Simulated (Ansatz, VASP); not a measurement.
**SrO: VASP beside Ansatz**

The input INCAR:

```
SYSTEM = SrO
PREC = Accurate
ENCUT = 600
EDIFF = 1E-6
ISMEAR = 0
SIGMA = 0.01
LREAL = .False.
LASPH = .True.
NELM = 120
ALGO = Normal
ISIF = 2
LWAVE = .False.
LCHARG = .False.
NBANDS = 15
GGA_COMPAT = .False.
```

File KPOINTS:

```
regular mesh
0
Gamma
  8 8 8
  0 0 0
```

The input POSCAR:

```
SrO
1.0
    0.0000000000      2.5070206759      2.5070206759
    2.5070206759      0.0000000000      2.5070206759
    2.5070206759      2.5070206759      0.0000000000
Sr O
1 1
Direct
    0.0000000000      0.0000000000      0.0000000000
    0.5000000000      0.5000000000      0.5000000000
```

Input for Ansatz:

```yaml
crystal:
  lattice:
    - [0.0, 2.5070206759, 2.5070206759]
    - [2.5070206759, 0.0, 2.5070206759]
    - [2.5070206759, 2.5070206759, 0.0]
  atoms:
    - { symbol: Sr, position: [0.0, 0.0, 0.0] }
    - { symbol: O, position: [0.5, 0.5, 0.5] }
basis:
  ecutwfc: 420
kpoints:
  mp_grid: { grid: [8, 8, 8] }
  band_path:
    path:
      - [0.0, 0.0, 0.0]
      - [0.0, 0.0, 0.0]
      - [0.5, 0.5, 0.0]
      - [0.5, 0.5, 0.5]
      - [0.5, 0.5, 0.5]
    npoints: 1
hamiltonian:
  xc: lda
  pseudopotentials: { kind: paw, azcp: { folder: soft_1 } }
scf:
  occupations: { method: fixed }
  n_extra_bands: 5
output:
  forces: true
  stress: true
  eigenvalues: true
```

Alike in both runs: task single point; functional LDA; k mesh 8 × 8 × 8; no spin polarisation.

|  | VASP | Ansatz |
| --- | --- | --- |
| version | VASP 6.6.1 | Ansatz 0.2.0 |
| potentials or method | VASP PAW LDA potentials, release 64 (Sr_sv, O), cutoff 600 eV | scalar-relativistic, plane waves, PAW |
| occupations | gaussian, width 0.01 eV | fixed |
| valence electrons in the cell | 16 | 16 |

|  | VASP | Ansatz | Ansatz less VASP |
| --- | --- | --- | --- |
| gap on the k mesh at the Fermi level (eV) | 3.03 | 3.10 | +0.067 |
| least direct gap on the mesh (eV) | 3.05 | 3.11 | +0.057 |
| pressure (GPa) | 4.2 | 3.4 | -0.83 |

Ansatz warns that its potentials were made for another functional, while VASP's fit it. LDA's correlation is that of Perdew and Zunger in VASP and of Perdew and Wang (1992) in Ansatz.
